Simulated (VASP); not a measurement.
# MgO (Fm-3m) in VASP: further runs

MgO is run at these levels: PBE; tasks: single point.

All numbers are computed with VASP 6.6.1; they aren't measurements. Logs are shortened: lines on timing, memory, paths and dates and some standing lists are left out, and cuts for length are marked.

## 1. The cell of the first run

The structure is cubic, space group Fm-3m (No. 225). Conventional cell: a = 4.330 Å, b = 4.330 Å, c = 4.330 Å, α = 90.00°, β = 90.00°, γ = 90.00°. Within 2.9 Å of Mg (site symmetry m-3m) lie 6 O at 2.17 Å. O (site symmetry m-3m) has 6 Mg at 2.17 Å within 2.9 Å.

## 2. Single point, PBE

File INCAR:

```
SYSTEM = MgO
ALGO = Normal ; EDIFF = 1E-6
ENCUT = 600 ; GGA = PE
GGA_COMPAT = .FALSE. ; ISIF = 2
ISMEAR = -1 ; LASPH = .TRUE.
LCHARG = .FALSE. ; LREAL = .FALSE.
LWAVE = .FALSE. ; NBANDS = 11
NELM = 120 ; PREC = Accurate
SIGMA = 5E-4
```

File KPOINTS:

```
k-points
0
G
  8 8 8
  0 0 0
```

File POSCAR:

```
MgO
1.0
    0.0000000000      2.1652500000      2.1652500000
    2.1652500000      0.0000000000      2.1652500000
    2.1652500000      2.1652500000      0.0000000000
Mg O
1 1
Direct
    0.0000000000      0.0000000000      0.0000000000
    0.5000000000      0.5000000000      0.5000000000
```

Potentials or basis: VASP PAW PBE potentials, release 64 (Mg, O).

Command:

```sh
cat potpaw_PBE.64/Mg/POTCAR potpaw_PBE.64/O/POTCAR > POTCAR
mpirun -np 1 vasp_std > vasp.out
```

OUTCAR:

```text
SYSTEM = MgO
   EDIFF = 1E-6
   ENCUT = 600
   GGA = PE
   ISIF = 2
   ISMEAR = -1
   LASPH = .TRUE.
   LREAL = .FALSE.
   NELM = 120
   PREC = Accurate

 ion  position               nearest neighbor table
   1  0.000  0.000  0.000-   2 2.17   2 2.17   2 2.17   2 2.17   2 2.17   2 2.17
   2  0.500  0.500  0.500-   1 2.17   1 2.17   1 2.17   1 2.17   1 2.17   1 2.17

  LATTYP: Found a face centered cubic cell.
 ALAT       =     4.3305000000

  Lattice vectors:

 A1 = (   0.0000000000,   2.1652500000,   2.1652500000)
 A2 = (   2.1652500000,   0.0000000000,   2.1652500000)
 A3 = (   2.1652500000,   2.1652500000,   0.0000000000)

Analysis of symmetry for initial positions (statically):
=====================================================================
 Subroutine PRICEL returns:
 Original cell was already a primitive cell.

 Routine SETGRP: Setting up the symmetry group for a
 face centered cubic supercell.

 Subroutine GETGRP returns: Found 48 space group operations
 (whereof 48 operations were pure point group operations)
 out of a pool of 48 trial point group operations.

The static configuration has the point symmetry O_h .

Analysis of symmetry for dynamics (positions and initial velocities):
=====================================================================
 Subroutine PRICEL returns:
 Original cell was already a primitive cell.

 Routine SETGRP: Setting up the symmetry group for a
 face centered cubic supercell.

 Subroutine GETGRP returns: Found 48 space group operations
 (whereof 48 operations were pure point group operations)
 out of a pool of 48 trial point group operations.

The dynamic configuration has the point symmetry O_h .

 Subroutine INISYM returns: Found 48 space group operations
 (whereof 48 operations are pure point group operations),
 and found     1 'primitive' translations

----------------------------------------------------------------------------------------

                                     Primitive cell

  volume of cell :      20.3027

  direct lattice vectors                    reciprocal lattice vectors
     0.000000000  2.165250000  2.165250000    -0.230920217  0.230920217  0.230920217
     2.165250000  0.000000000  2.165250000     0.230920217 -0.230920217  0.230920217
     2.165250000  2.165250000  0.000000000     0.230920217  0.230920217 -0.230920217

  length of vectors
     3.062125916  3.062125916  3.062125916     0.399965548  0.399965548  0.399965548

  position of ions in fractional coordinates (direct lattice)
     0.000000000  0.000000000  0.000000000
[... 81 lines left out ...]
   NSW    =      0    number of steps for IOM
   IBRION =     -1    ionic relax: 0-MD 1-quasi-New 2-CG
   NFREE  =      0    steps in history (QN), initial steepest desc. (CG)
   ISIF   =      2    stress and relaxation
   ISYM   =      2    0-nonsym 1-usesym 2-fastsym
   POTIM  = 0.5000    time-step for ionic-motion
   TEBEG  =    0.0;   TEEND  =   0.0 temperature during run
   PSTRESS=    0.0 pullay stress
   NELECT =       8.0000    total number of electrons
   NUPDOWN=      -1.0000    fix difference up-down
   EMIN   =  10.00;   EMAX   =-10.00  energy-range for DOS
   EFERMI =   0.00;   METHOD = LEGACY
   ISMEAR =    -1;   SIGMA  =   0.00  broadening in eV -4-tet -1-fermi 0-gaus
   EFERMI_NEDOS =   21; number of points for ismear=-14 and -15
   IALGO  =     38    algorithm
   IMIX   =      4    mixing-type and parameters
     AMIX     =   0.40;   BMIX     =  1.00
     AMIX_MAG =   1.60;   BMIX_MAG =  1.00
  volume/ion in A,a.u.               =      10.15        68.50
  Fermi-wavevector in a.u.,A,eV,Ry     =   1.200200  2.268048 19.598905  1.440479
  Thomas-Fermi vector in A             =   2.336042
   LORBIT       =      0    0 simple, 1 ext, 2 COOP (PROOUT), +10 PAW based schemes
   GGA     = PE    functional components
   LHFCALC =     F    Hartree Fock is set to
   AEXX    =    0.0000 exact exchange contribution
   IVDW    =     0    specifies the selected vdW correction
   LEPSILON=     F    determine dielectric tensor
   LRPA    =     F    only Hartree local field effects (RPA)
 non-spin polarized calculation
  energy-cutoff  :      600.00
  volume of cell :       20.30
 maximum number of plane-waves:       700
   NGX = 13   NGY = 13   NGZ = 13

 number of electron       7.9999996 magnetization

 Free energy of the ion-electron system (eV)
  ---------------------------------------------------
  ext. energy  EPLUGINS =         0.00000000
  ---------------------------------------------------
  free energy    TOTEN  =       -11.88614375 eV

  energy without entropy =      -11.88614375  energy(sigma->0) =      -11.88614375

 E-fermi :   2.6474     XC(G=0): -10.6914

 val. band max:        2.5887608191   @ k =   0.0000   0.0000   0.0000
 cond. band min:       6.5473720770   @ k =   0.0000   0.0000   0.0000
 fundamental gap:      3.9586112579
 Fermi energy:         2.6473562602

 k-point     1 :       0.0000    0.0000    0.0000
  band No.  band energies     occupation
      1     -14.2697      2.00000
      2       2.5888      2.00000
      3       2.5888      2.00000
      4       2.5888      2.00000
      5       6.5474      0.00000
      6      17.9160      0.00000
      7      17.9160      0.00000
      8      17.9160      0.00000
      9      21.6179      0.00000
     10      23.3003      0.00000
     11      23.3003      0.00000
[... 309 lines left out ...]
 k-point    24 :      -0.3750    0.2500    0.1250
  band No.  band energies     occupation
      1     -13.0531      2.00000
      2      -1.0991      2.00000
      3       0.8319      2.00000
      4       1.7075      2.00000
      5      11.6807      0.00000
      6      13.9673      0.00000
      7      15.2426      0.00000
      8      18.4900      0.00000
      9      22.1515      0.00000
     10      23.5675      0.00000
     11      27.4420      0.00000

 [... further k-points ...]
[... 5 lines left out ...]
  --------------------------------------------------------------------------------------
  -------------------------------------------------------------------------------------
  Total       -1.0336771     -1.0336771     -1.0336771      0.0000000      0.0000000      0.0000000
  in kB      -81.5720448    -81.5720448    -81.5720448      0.0000000      0.0000000      0.0000000
  external PRESSURE =     -81.5720448 kB  Pullay stress =       0.0000000 kB

 VOLUME and BASIS-vectors are now :
 -----------------------------------------------------------------------------
  energy-cutoff  :      600.00
  volume of cell :       20.30
      direct lattice vectors                 reciprocal lattice vectors
     0.000000000  2.165250000  2.165250000    -0.230920217  0.230920217  0.230920217
     2.165250000  0.000000000  2.165250000     0.230920217 -0.230920217  0.230920217
     2.165250000  2.165250000  0.000000000     0.230920217  0.230920217 -0.230920217

 POSITION                                       TOTAL-FORCE (eV/Angst)
 -----------------------------------------------------------------------------------
      0.00000      0.00000      0.00000         0.000000      0.000000      0.000000
      2.16525      2.16525      2.16525        -0.000000     -0.000000     -0.000000
 -----------------------------------------------------------------------------------
    total drift:                               -0.000000     -0.000000      0.000000

  FREE ENERGIE OF THE ION-ELECTRON SYSTEM (eV)
  ---------------------------------------------------
  free  energy   TOTEN  =       -11.8861437530 eV

  energy  without entropy=      -11.8861437530  energy(sigma->0) =      -11.88614375
```

It took 11 s on 1 thread of Intel Xeon 8259CL, shared host; peak memory 0.14 GiB.

What came out:

- Free energy: -11.8861 eV
- Pressure: -8.2 GPa
- Band gap on the k mesh: 3.96 eV, direct

Levels at points of the mesh, in eV from the valence-band top:
```csv
k point,band 1,band 2,band 3,band 4,band 5,band 6,band 7,band 8,band 9
"(0.00, 0.00, 0.00)",-16.86,0.00,0.00,0.00,3.96,15.33,15.33,15.33,19.03
"(0.50, 0.00, 0.00)",-15.77,-4.27,-0.57,-0.57,7.38,11.67,15.47,15.47,19.68
"(0.50, 0.50, 0.00)",-15.54,-3.75,-1.24,-1.24,9.01,9.09,12.24,17.74,17.74
```

## 3. Single point, PBE

File INCAR:

```
SYSTEM = MgO
  PREC = Accurate
  ENCUT = 600
  EDIFF = 1E-6
  ISMEAR = 0
  SIGMA = 0.15
  LREAL = .False.
  LASPH = .True.
  NELM = 120
  ALGO = Normal
  ISIF = 2
  LWAVE = .False.
  LCHARG = .False.
  GGA = PE
  NBANDS = 11
  GGA_COMPAT = .False.
```

File KPOINTS:

```
Automatic mesh
0
Gamma
  8 8 8
  0 0 0
```

POSCAR is that of step 2.

Potentials or basis: VASP PAW PBE potentials, release 64 (Mg, O).

Command:

```sh
cat potpaw_PBE.64/Mg/POTCAR potpaw_PBE.64/O/POTCAR > POTCAR
mpirun -np 1 vasp_std > vasp.out
```

OUTCAR:

```text
SYSTEM = MgO
   PREC = Accurate
   ENCUT = 600
   EDIFF = 1E-6
   ISMEAR = 0
   LREAL = .False.
   LASPH = .True.
   NELM = 120
   ISIF = 2
   GGA = PE

 ion  position               nearest neighbor table
   1  0.000  0.000  0.000-   2 2.17   2 2.17   2 2.17   2 2.17   2 2.17   2 2.17
   2  0.500  0.500  0.500-   1 2.17   1 2.17   1 2.17   1 2.17   1 2.17   1 2.17

  LATTYP: Found a face centered cubic cell.
 ALAT       =     4.3305000000

  Lattice vectors:

 A1 = (   0.0000000000,   2.1652500000,   2.1652500000)
 A2 = (   2.1652500000,   0.0000000000,   2.1652500000)
 A3 = (   2.1652500000,   2.1652500000,   0.0000000000)

Analysis of symmetry for initial positions (statically):
=====================================================================
 Subroutine PRICEL returns:
 Original cell was already a primitive cell.

 Routine SETGRP: Setting up the symmetry group for a
 face centered cubic supercell.

 Subroutine GETGRP returns: Found 48 space group operations
 (whereof 48 operations were pure point group operations)
 out of a pool of 48 trial point group operations.

The static configuration has the point symmetry O_h .

Analysis of symmetry for dynamics (positions and initial velocities):
=====================================================================
 Subroutine PRICEL returns:
 Original cell was already a primitive cell.

 Routine SETGRP: Setting up the symmetry group for a
 face centered cubic supercell.

 Subroutine GETGRP returns: Found 48 space group operations
 (whereof 48 operations were pure point group operations)
 out of a pool of 48 trial point group operations.

The dynamic configuration has the point symmetry O_h .

 Subroutine INISYM returns: Found 48 space group operations
 (whereof 48 operations are pure point group operations),
 and found     1 'primitive' translations

----------------------------------------------------------------------------------------

[... 114 lines left out ...]
  Fermi-wavevector in a.u.,A,eV,Ry     =   1.200200  2.268048 19.598905  1.440479
  Thomas-Fermi vector in A             =   2.336042
   LORBIT       =      0    0 simple, 1 ext, 2 COOP (PROOUT), +10 PAW based schemes
   GGA     = PE    functional components
   LHFCALC =     F    Hartree Fock is set to
   AEXX    =    0.0000 exact exchange contribution
   IVDW    =     0    specifies the selected vdW correction
   LEPSILON=     F    determine dielectric tensor
   LRPA    =     F    only Hartree local field effects (RPA)
 non-spin polarized calculation
 Gauss-broadening in eV      SIGMA  =   0.15
  energy-cutoff  :      600.00
  volume of cell :       20.30
 maximum number of plane-waves:       700
   NGX = 13   NGY = 13   NGZ = 13

 number of electron       7.9999996 magnetization

 Free energy of the ion-electron system (eV)
  ---------------------------------------------------
  ext. energy  EPLUGINS =         0.00000000
  ---------------------------------------------------
  free energy    TOTEN  =       -11.88614375 eV

  energy without entropy =      -11.88614375  energy(sigma->0) =      -11.88614375

 E-fermi :   3.2474     XC(G=0): -10.6914

 val. band max:        2.5887608190   @ k =   0.0000   0.0000   0.0000
 cond. band min:       6.5473720770   @ k =   0.0000   0.0000   0.0000
 fundamental gap:      3.9586112580
 Fermi energy:         3.2473519660

 k-point     1 :       0.0000    0.0000    0.0000
  band No.  band energies     occupation
      1     -14.2697      2.00000
      2       2.5888      2.00000
      3       2.5888      2.00000
      4       2.5888      2.00000
      5       6.5474      0.00000
      6      17.9160      0.00000
      7      17.9160      0.00000
      8      17.9160      0.00000
      9      21.6179      0.00000
     10      23.3003      0.00000
     11      23.3003      0.00000
[... 309 lines left out ...]
 k-point    24 :      -0.3750    0.2500    0.1250
  band No.  band energies     occupation
      1     -13.0531      2.00000
      2      -1.0991      2.00000
      3       0.8319      2.00000
      4       1.7075      2.00000
      5      11.6807      0.00000
      6      13.9673      0.00000
      7      15.2426      0.00000
      8      18.4900      0.00000
      9      22.1515      0.00000
     10      23.5675      0.00000
     11      27.4420      0.00000

 [... further k-points ...]
[... 5 lines left out ...]
  --------------------------------------------------------------------------------------
  -------------------------------------------------------------------------------------
  Total       -1.0336771     -1.0336771     -1.0336771      0.0000000      0.0000000      0.0000000
  in kB      -81.5720446    -81.5720446    -81.5720446      0.0000000      0.0000000      0.0000000
  external PRESSURE =     -81.5720446 kB  Pullay stress =       0.0000000 kB

 VOLUME and BASIS-vectors are now :
 -----------------------------------------------------------------------------
  energy-cutoff  :      600.00
  volume of cell :       20.30
      direct lattice vectors                 reciprocal lattice vectors
     0.000000000  2.165250000  2.165250000    -0.230920217  0.230920217  0.230920217
     2.165250000  0.000000000  2.165250000     0.230920217 -0.230920217  0.230920217
     2.165250000  2.165250000  0.000000000     0.230920217  0.230920217 -0.230920217

 POSITION                                       TOTAL-FORCE (eV/Angst)
 -----------------------------------------------------------------------------------
      0.00000      0.00000      0.00000        -0.000000     -0.000000     -0.000000
      2.16525      2.16525      2.16525         0.000000      0.000000      0.000000
 -----------------------------------------------------------------------------------
    total drift:                               -0.000000     -0.000000      0.000000

  FREE ENERGIE OF THE ION-ELECTRON SYSTEM (eV)
  ---------------------------------------------------
  free  energy   TOTEN  =       -11.8861437530 eV

  energy  without entropy=      -11.8861437530  energy(sigma->0) =      -11.88614375
```

Run time: 10 s. Hardware: 1 thread of Intel Xeon 8259CL, shared host; peak memory 0.14 GiB.

What came out:

```
Free energy            : -11.8861 eV
Pressure               : -8.2 GPa
Band gap on the k mesh : 3.96 eV, direct
```
